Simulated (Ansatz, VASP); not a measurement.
**Ge4F: VASP beside Ansatz**

The input INCAR:

```
SYSTEM = Ge4F
ALGO = Normal ; DIPOL = 0.5 0.5 0.336
EDIFF = 1E-6 ; ENCUT = 520
GGA = PE ; IDIPOL = 3
ISIF = 2 ; ISMEAR = 0
IVDW = 12 ; LASPH = .True.
LCHARG = .False. ; LDIPOL = .True.
LREAL = .False. ; LWAVE = .False.
NBANDS = 40 ; NELM = 60
PREC = Accurate ; SIGMA = 0.1
```

Contents of KPOINTS:

```
k-points
0
Gamma
  7 7 1
  0 0 0
```

Contents of POSCAR:

```
Ge4F
1.0
    4.0303587907      0.0000000000      0.0000000000
    0.0000000000      4.0303587907      0.0000000000
    0.0000000000      0.0000000000     21.6416627718
Ge F
4 1
Direct
    0.0000000000      0.5000000000      0.1848286817
    0.0000000000      0.0000000000      0.2506714513
    0.5000000000      0.0000000000      0.3196569899
    0.5000000000      0.5000000000      0.3854446333
    0.5000000000      0.8750000000      0.5379282957
```

Input for Ansatz:

```yaml
crystal:
  lattice:
    - [4.0303587907, 0.0, 0.0]
    - [0.0, 4.0303587907, 0.0]
    - [0.0, 0.0, 21.6416627718]
  atoms:
    - { symbol: Ge, position: [0.0, 0.5, 0.1848286817] }
    - { symbol: Ge, position: [0.0, 0.0, 0.2506714513] }
    - { symbol: Ge, position: [0.5, 0.0, 0.3196569899] }
    - { symbol: Ge, position: [0.5, 0.5, 0.3854446333] }
    - { symbol: F, position: [0.5, 0.875, 0.5379282957] }
basis:
  ecutwfc: 420
kpoints:
  mp_grid: { grid: [7, 7, 1] }
hamiltonian:
  xc: pbe
  pseudopotentials: { kind: paw, azcp: { folder: soft_1 } }
  dispersion: d3bj
scf:
  occupations: { method: gaussian, width: 0.1 }
output:
  forces: true
  eigenvalues: true
efield:
  axis: 3
  dipole_correction: true
  ramp_width: 0.04
```

Alike in both runs: task single point; functional PBE; dispersion D3(BJ); k mesh 7 × 7 × 1; occupations gaussian, width 0.1 eV; no spin polarisation.

```csv
,VASP,Ansatz
version,VASP 6.6.1,Ansatz 0.2.0
potentials or method,"VASP PAW PBE potentials, release 64 (Ge_d, F), cutoff 520 eV","scalar-relativistic, plane waves, PAW"
valence electrons in the cell,63,63
```

```csv
,VASP,Ansatz,Ansatz less VASP
gap on the k mesh at the Fermi level (eV),none,none,-
rms of the force components (eV/Å),0.232,0.232,+0.0005
```

Atom by atom the forces differ by 0.002 eV/Å (rms over components). A gap of «none» marks a metal or a gap that the smearing closes.
